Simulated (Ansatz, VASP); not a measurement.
Given: the input of a run of VASP 6.6.1 on BaTe.

INCAR

```
ALGO = Normal
EDIFF = 1E-7
EDIFFG = -0.005
ENCUT = 600
GGA = PS
IBRION = 2
ISIF = 3
ISMEAR = -1
LASPH = True
LCHARG = False
LREAL = False
LWAVE = False
NELM = 80
NSW = 80
PREC = Accurate
SIGMA = 0.05
```

The input KPOINTS:

```
k-points
0
Gamma
  7 7 7
```

File POSCAR:

```
BaTe
1.0
    0.0000000000      3.4100000000      3.4100000000
    3.4100000000      0.0000000000      3.4100000000
    3.4100000000      3.4100000000      0.0000000000
Ba Te
1 1
Direct
    0.0000000000      0.0000000000      0.0000000000
    0.5000000000      0.5000000000      0.5000000000
```

Potentials or basis: VASP PAW PBE potentials, release 64 (Ba_sv, Te).

Run with:

```console
$ cat potpaw_PBE.64/Ba_sv/POTCAR potpaw_PBE.64/Te/POTCAR > POTCAR
$ mpirun -np 1 vasp_std > vasp.out
```

**Question.** Translate it to Ansatz 0.2.0. Potentials there: all-electron LAPW, scalar-relativistic.

**Answer.** As run (the cutoff follows the program's own potentials):

File input.yaml:

```yaml
crystal:
  lattice:
    - [0.0, 3.41, 3.41]
    - [3.41, 0.0, 3.41]
    - [3.41, 3.41, 0.0]
  atoms:
    - { symbol: Ba, position: [0.0, 0.0, 0.0] }
    - { symbol: Te, position: [0.5, 0.5, 0.5] }
kpoints:
  mp_grid: { grid: [7, 7, 7] }
scf:
  occupations: { method: fermi_dirac, width: 0.05 }
hamiltonian:
  xc: pbesol
  pseudopotentials: { kind: all_electron, lapw: { basis_error: 0.001 } }
output:
  forces: true
  stress: true
relax:
  f_tol: 0.005
  max_steps: 60
  cell: {}
```

Potentials or basis: all-electron LAPW, scalar-relativistic.

The run is started by

```sh
$ ansatz run input.yaml --threads 1 --pin off --max-ram 3072MiB --backend cpu --events-out ev --progress --plain --runs-dir out
```

Both were run:

|  | VASP | Ansatz | Ansatz less VASP |
| --- | --- | --- | --- |
| relaxed volume (Å³/atom) | 42.30 | 41.84 | -0.455 |
| relaxed length of the cell vector where the two differ most in proportion (Å) | 4.927 | 4.910 | -0.0177 |

VASP's potentials were made for PBE, not for PBEsol. Ansatz ran all-electron here, and VASP with PAW potentials.

Neither program's run includes spin-orbit coupling.
